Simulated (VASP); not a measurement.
Write the native input for VASP 6.6.1 that does the following.

```yaml
Task: single point
Functional: LDA
Potentials_or_basis: VASP PAW LDA potentials, release 64 (Si, O)
Cutoff: 520 eV
k_mesh: 6 × 6 × 10
Occupations: gaussian, width 0.05 eV
Spin: no spin polarisation
Dipole_correction: no
Further_INCAR_settings: ALGO = Normal; EDIFF = 1e-06; NBANDS = 25
```

The structure of SiO2 lies in POSCAR:

```
SiO2
1.0
    4.2502255888      0.0000000000      0.0000000000
    0.0000000000      4.2502255888      0.0000000000
    0.0000000000      0.0000000000      2.6249393236
Si O
2 4
Direct
    0.5000000000      0.5000000000      0.5000000000
    0.0000000000      0.0000000000      0.0000000000
    0.6944252994      0.6944252994      0.0000000000
    0.1944252994      0.8055747006      0.5000000000
    0.3055747006      0.3055747006      0.0000000000
    0.8055747006      0.1944252994      0.5000000000
```

These files were run (other wordings do the same):

INCAR

```
PREC = Accurate
ENCUT = 520
EDIFF = 1E-6
ISMEAR = 0
SIGMA = 0.05
LREAL = False
LASPH = True
NELM = 80
ALGO = Normal
ISIF = 2
LWAVE = False
LCHARG = False
GGA = CA
NBANDS = 25
```

KPOINTS

```
regular mesh
0
Gamma
  6 6 10
```

Potentials or basis: VASP PAW LDA potentials, release 64 (Si, O).

Command:

```console
$ cat potpaw_LDA.64/Si/POTCAR potpaw_LDA.64/O/POTCAR > POTCAR
$ mpirun -np 1 vasp_std > vasp.out
```

Results of the run:

```
Pressure               : -7.2 GPa
Largest force          : 0.404 eV/Å
Band gap on the k mesh : 5.36 eV
```

Caveat: the cell stands under tension.

It took 64 s on 1 thread of Intel Xeon 8259CL, with other jobs on the host, peak memory 0.17 GiB.
